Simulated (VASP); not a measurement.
# TcPt3 (Pm-3m) in VASP: further runs, part 3 of 3

VASP 6.6.1.

## Step 5: Relaxation of cell and atoms, LDA

This run uses another cell than the first one, of 14.86 Å³/atom, 1.028 times its volume.

The input, INCAR:

```
SYSTEM = TcPt3
PREC = Accurate
ENCUT = 600
EDIFF = 1E-7
ISMEAR = -1
SIGMA = 0.05
LREAL = .FALSE.
LASPH = .TRUE.
NELM = 60
ALGO = Normal
ISIF = 3
LWAVE = .FALSE.
LCHARG = .FALSE.
IBRION = 2
NSW = 80
EDIFFG = -0.03
```

The input, KPOINTS:

```
Automatic mesh
0
G
  6 6 6
  0 0 0
```

The input, POSCAR:

```
TcPt3
1.0
    3.9025000000      0.0000000000      0.0000000000
    0.0000000000      3.9025000000      0.0000000000
    0.0000000000      0.0000000000      3.9025000000
Tc Pt
1 3
Direct
    0.0000000000      0.0000000000      0.0000000000
    0.0000000000      0.5000000000      0.5000000000
    0.5000000000      0.0000000000      0.5000000000
    0.5000000000      0.5000000000      0.0000000000
```

Potentials or basis: VASP PAW LDA potentials, release 64 (Tc_pv, Pt).

Command:

```sh
$ cat potpaw_LDA.64/Tc_pv/POTCAR potpaw_LDA.64/Pt/POTCAR > POTCAR
$ mpirun -np 1 vasp_std > vasp.out
```

OUTCAR:

```text
SYSTEM = TcPt3
   PREC = Accurate
   ENCUT = 600
   EDIFF = 1E-7
   ISMEAR = -1
   LREAL = .FALSE.
   LASPH = .TRUE.
   NELM = 60
   ISIF = 3
   IBRION = 2
   NSW = 80
   EDIFFG = -0.03

 ion  position               nearest neighbor table
   1  0.000  0.000  0.000-   2 2.76   3 2.76   4 2.76   2 2.76   3 2.76   2 2.76   4 2.76   2 2.76
                             3 2.76   4 2.76   3 2.76   4 2.76
   2  0.000  0.500  0.500-   1 2.76   3 2.76   4 2.76   1 2.76   4 2.76   1 2.76   3 2.76   1 2.76
                             3 2.76   4 2.76   4 2.76   3 2.76
   3  0.500  0.000  0.500-   1 2.76   2 2.76   4 2.76   1 2.76   4 2.76   2 2.76   4 2.76   4 2.76
                             1 2.76   2 2.76   1 2.76   2 2.76
   4  0.500  0.500  0.000-   1 2.76   2 2.76   3 2.76   2 2.76   3 2.76   1 2.76   3 2.76   3 2.76
                             1 2.76   2 2.76   2 2.76   1 2.76

  LATTYP: Found a simple cubic cell.
 ALAT       =     3.9025000000

  Lattice vectors:

 A1 = (   3.9025000000,   0.0000000000,   0.0000000000)
 A2 = (   0.0000000000,   3.9025000000,   0.0000000000)
 A3 = (   0.0000000000,   0.0000000000,   3.9025000000)

Analysis of symmetry for initial positions (statically):
=====================================================================
 Subroutine PRICEL returns:
 Original cell was already a primitive cell.

 Routine SETGRP: Setting up the symmetry group for a
 simple cubic supercell.

 Subroutine GETGRP returns: Found 48 space group operations
 (whereof 48 operations were pure point group operations)
 out of a pool of 48 trial point group operations.

The static configuration has the point symmetry O_h .

Analysis of symmetry for dynamics (positions and initial velocities):
=====================================================================
 Subroutine PRICEL returns:
 Original cell was already a primitive cell.

 Routine SETGRP: Setting up the symmetry group for a
 simple cubic supercell.

 Subroutine GETGRP returns: Found 48 space group operations
 (whereof 48 operations were pure point group operations)
 out of a pool of 48 trial point group operations.

The dynamic configuration has the point symmetry O_h .

 Subroutine INISYM returns: Found 48 space group operations
 (whereof 48 operations are pure point group operations),
 and found     1 'primitive' translations

----------------------------------------------------------------------------------------

                                     Primitive cell

  volume of cell :      59.4331

  direct lattice vectors                    reciprocal lattice vectors
     3.902500000  0.000000000  0.000000000     0.256245996  0.000000000  0.000000000
     0.000000000  3.902500000  0.000000000     0.000000000  0.256245996  0.000000000
     0.000000000  0.000000000  3.902500000     0.000000000  0.000000000  0.256245996

  length of vectors
     3.902500000  3.902500000  3.902500000     0.256245996  0.256245996  0.256245996

  position of ions in fractional coordinates (direct lattice)
     0.000000000  0.000000000  0.000000000
     0.000000000  0.500000000  0.500000000
     0.500000000  0.000000000  0.500000000
     0.500000000  0.500000000  0.000000000

  ion indices of the primitive-cell ions
   primitive index   ion index
                 1           1
                 2           2
                 3           3
                 4           4

----------------------------------------------------------------------------------------

 KPOINTS: Automatic mesh

Automatic generation of k-mesh.
 Grid dimensions read from file:
 generate k-points for:    6    6    6

 Generating k-lattice:

  Cartesian coordinates                     Fractional coordinates (reciprocal lattice)
     0.042707666  0.000000000  0.000000000     0.166666667  0.000000000  0.000000000
     0.000000000  0.042707666  0.000000000     0.000000000  0.166666667  0.000000000
     0.000000000  0.000000000  0.042707666     0.000000000  0.000000000  0.166666667

  Length of vectors
     0.042707666  0.042707666  0.042707666

  Shift w.r.t. Gamma in fractional coordinates (k-lattice)
     0.000000000  0.000000000  0.000000000

 Subroutine IBZKPT returns following result:
 ===========================================

 Found     20 irreducible k-points:

 Following reciprocal coordinates:
            Coordinates               Weight
  0.000000  0.000000  0.000000      1.000000
  0.166667  0.000000  0.000000      6.000000
  0.333333  0.000000  0.000000      6.000000
  0.500000  0.000000  0.000000      3.000000
  0.166667  0.166667  0.000000     12.000000
  0.333333  0.166667  0.000000     24.000000
[... 12 lines left out ...]
  0.500000  0.500000  0.333333      6.000000
  0.500000  0.500000  0.500000      1.000000
   k-points           NKPTS =     20   k-points in BZ     NKDIM =     20   number of bands    NBANDS=     25
   number of dos      NEDOS =    301   number of ions     NIONS =      4
   total plane-waves  NPLWV =  32768
   dimension x,y,z NGX =    32 NGY =   32 NGZ =   32
   dimension x,y,z NGXF=    64 NGYF=   64 NGZF=   64
   ions per type =               1   3
   NGX,Y,Z   is equivalent  to a cutoff of  13.63, 13.63, 13.63 a.u.
   NGXF,Y,Z  is equivalent  to a cutoff of  27.26, 27.26, 27.26 a.u.
 SYSTEM =  TcPt3
   PREC   = accura    normal or accurate (medium, high low for compatibility)
   ISTART =      0    job   : 0-new  1-cont  2-samecut
   ICHARG =      2    charge: 1-file 2-atom 10-const
   ISPIN  =      1    spin polarized calculation?
   LNONCOLLINEAR =      F non collinear calculations
   LSORBIT =      F    spin-orbit coupling
   LASPH  =      T    aspherical Exc in radial PAW
   ENCUT  =  600.0 eV  44.10 Ry    6.64 a.u.   7.79  7.79  7.79*2*pi/ulx,y,z
   NELM   =     60;   NELMIN=  2; NELMDL= -5     # of ELM steps
   EDIFF  = 0.1E-06   stopping-criterion for ELM
   LREAL  =      F    real-space projection
   EDIFFG = -.3E-01   stopping-criterion for IOM
   NSW    =     80    number of steps for IOM
   IBRION =      2    ionic relax: 0-MD 1-quasi-New 2-CG
   NFREE  =      1    steps in history (QN), initial steepest desc. (CG)
   ISIF   =      3    stress and relaxation
   ISYM   =      2    0-nonsym 1-usesym 2-fastsym
   POTIM  = 0.5000    time-step for ionic-motion
   TEBEG  =    0.0;   TEEND  =   0.0 temperature during run
   PSTRESS=    0.0 pullay stress
   NELECT =      43.0000    total number of electrons
   NUPDOWN=      -1.0000    fix difference up-down
   EMIN   =  10.00;   EMAX   =-10.00  energy-range for DOS
   EFERMI =   0.00;   METHOD = LEGACY
   ISMEAR =    -1;   SIGMA  =   0.05  broadening in eV -4-tet -1-fermi 0-gaus
   EFERMI_NEDOS =   21; number of points for ismear=-14 and -15
   IALGO  =     38    algorithm
   IMIX   =      4    mixing-type and parameters
     AMIX     =   0.40;   BMIX     =  1.00
     AMIX_MAG =   1.60;   BMIX_MAG =  1.00
  volume/ion in A,a.u.               =      14.86       100.27
  Fermi-wavevector in a.u.,A,eV,Ry     =   1.469675  2.777284 29.387844  2.159946
  Thomas-Fermi vector in A             =   2.585024
   LORBIT       =      0    0 simple, 1 ext, 2 COOP (PROOUT), +10 PAW based schemes
   GGA     = CA    functional components
   LHFCALC =     F    Hartree Fock is set to
   AEXX    =    0.0000 exact exchange contribution
   IVDW    =     0    specifies the selected vdW correction
   LEPSILON=     F    determine dielectric tensor
   LRPA    =     F    only Hartree local field effects (RPA)
 conjugate gradient relaxation of ions
 non-spin polarized calculation
  energy-cutoff  :      600.00
  volume of cell :       59.43
 maximum number of plane-waves:      2008
 NGX is ok and might be reduce to    32
   NGX = 15   NGY = 15   NGZ = 15

--------------------------------------- Ionic step        1  -------------------------------------------

 number of electron      42.9999992 magnetization

 Free energy of the ion-electron system (eV)
  ---------------------------------------------------
  ext. energy  EPLUGINS =         0.00000000
  ---------------------------------------------------
  free energy    TOTEN  =       -34.24407852 eV

  energy without entropy =      -34.19198052  energy(sigma->0) =      -34.21802952

------------------------ aborting loop because EDIFF is reached ----------------------------------------

  FORCE on cell =-STRESS in cart. coord.  units (eV):
  Direction    XX          YY          ZZ          XY          YZ          ZX
  --------------------------------------------------------------------------------------
  -------------------------------------------------------------------------------------
  Total       -2.7883106     -2.7883106     -2.7883106     -0.0000000     -0.0000000      0.0000000
  in kB      -75.1662688    -75.1662688    -75.1662688     -0.0000000     -0.0000000      0.0000000
  external PRESSURE =     -75.1662688 kB  Pullay stress =       0.0000000 kB
[... 61 lines left out ...]
  energy  without entropy=      -33.8554295906  energy(sigma->0) =      -33.87859501

--------------------------------------- Ionic step        3  -------------------------------------------

 number of electron      43.0000001 magnetization

 Free energy of the ion-electron system (eV)
  ---------------------------------------------------
  ext. energy  EPLUGINS =         0.00000000
  ---------------------------------------------------
  free energy    TOTEN  =       -34.27943323 eV

  energy without entropy =      -34.22891420  energy(sigma->0) =      -34.25417372

 E-fermi :  12.3515     XC(G=0): -13.9268

 val. band max:       12.3309618971   @ k =   0.3333   0.3333   0.1667
 cond. band min:      12.3721856470   @ k =   0.5000   0.3333   0.0000
 fundamental gap:      0.0412237499
 Fermi energy:        12.3514653751

 k-point     1 :       0.0000    0.0000    0.0000
  band No.  band energies     occupation
      1     -26.6104      2.00000
      2     -26.6104      2.00000
      3     -26.6104      2.00000
      4       2.0027      2.00000
      5       4.7742      2.00000
      6       4.8933      2.00000
[... 580 lines left out ...]
  FREE ENERGIE OF THE ION-ELECTRON SYSTEM (eV)
  ---------------------------------------------------
  free  energy   TOTEN  =       -34.2794332333 eV

  energy  without entropy=      -34.2289142021  energy(sigma->0) =      -34.25417372

 reached required accuracy - stopping structural energy minimisation
```

Wall time 26 s (1 thread of Intel Xeon 6975P-C (Granite Rapids), shared host); peak memory 0.18 GiB.

What came out:

```
Free energy                            : -34.2794 eV
Relaxed volume                         : 14.50 Å³/atom
Relaxed cell                           : a = 3.871 Å, b = 3.871 Å, c = 3.871 Å, α = 90.00°, β = 90.00°, γ = 90.00°
Space group after relaxing (to 0.05 Å) : Pm-3m (No. 221)
Energy gained by relaxing              : 8.8 meV/atom
Ionic steps                            : 3
Pressure after relaxing                : -0.3 GPa
```

The path:
```csv
step,energy change (eV),largest force (eV/Å),pressure (GPa),volume (Å³)
1,0.0000,0.0000,-7.52,59.43
2,0.3423,0.0000,30.26,53.64
3,-0.0354,0.0000,-0.26,58.01
```

Final structure:
```yaml
crystal:
  lattice:
    - [3.87110, 0.00000, 0.00000]
    - [0.00000, 3.87110, 0.00000]
    - [0.00000, 0.00000, 3.87110]
  atoms:
    - { symbol: Tc, position: [0.00000, 0.00000, 0.00000] }
    - { symbol: Pt, position: [0.00000, 0.50000, 0.50000] }
    - { symbol: Pt, position: [0.50000, 0.00000, 0.50000] }
    - { symbol: Pt, position: [0.50000, 0.50000, 0.00000] }
```

Caveat: spin-orbit coupling is left out, which moves the levels of the heavy elements.

## Step 6: The runs side by side

```tsv
task	cell	cutoff (eV)	gap on the mesh (eV)	pressure (GPa)	relaxed volume (Å³/atom)
single point	a = 3.867 Å, 4 atoms	520	none	0.6	-
relaxation of cell and atoms	relaxed from a = 3.867 Å, 4 atoms	600	none	0.0	14.49
relaxation of cell and atoms	relaxed from a = 3.902 Å, 4 atoms	600	none	-0.3	14.50
```

Alike in all rows: level LDA; potentials or basis VASP PAW LDA potentials, release 64 (Tc_pv, Pt); no spin polarisation; k mesh 6 × 6 × 6; smearing fermi-dirac 0.05 eV.

Caveats: spin-orbit coupling is left out, which moves the levels of the heavy elements.

Absolute energies hang on the potentials; compare differences alone.
